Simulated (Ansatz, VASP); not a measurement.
Ge2Sb2Te in VASP and in Ansatz

```
Ge Sb Te
1.0
    -2.00322    2.00134    8.12448
     2.00322   -2.00134    8.12448
     2.00322    2.00134   -8.12448
Ge Sb Te
2 2 1
Direct
  0.81840 0.81840 0.00000
  0.18160 0.18160 0.00000
  0.63815 0.63815 0.00000
  0.36185 0.36185 0.00000
  0.00000 0.00000 0.00000
```

Change from the starting cell: species swapped into the Li2H2Pt type (Immm, No. 71).

Alike in both runs: functional PBE; k mesh 5 × 5 × 5; occupations gaussian, width 0.2 eV; no spin polarisation.

Ansatz relaxed the structure, and its values are those at the end. VASP's run is a single point on that final structure, the one shown.

|  | VASP | Ansatz |
| --- | --- | --- |
| version | VASP 6.6.1 | Ansatz 0.2.0 |
| potentials or method | VASP PAW PBE potentials, release 64 (Ge_d, Sb, Te), cutoff 500 eV | scalar-relativistic, plane waves, PAW |
| valence electrons in the cell | 44 | 74 |

VASP gave:

```
gap on the k mesh at the Fermi level (eV) : none
pressure (GPa)                            : 0.1
rms of the force components (eV/Å)        : 0.008
```

Question: What did Ansatz give for the same quantities?

Answer: gap on the k mesh at the Fermi level (eV): none; pressure (GPa): 0.2; rms of the force components (eV/Å): 0.009.

A gap of «none» marks a metal or a gap that the smearing closes. VASP's potentials hold 44 valence electrons a cell and Ansatz's 74, so a difference there can come from the potentials and not from the codes.

The k mesh is coarse, so the values compare programs but aren't converged. Spin-orbit coupling is off throughout.
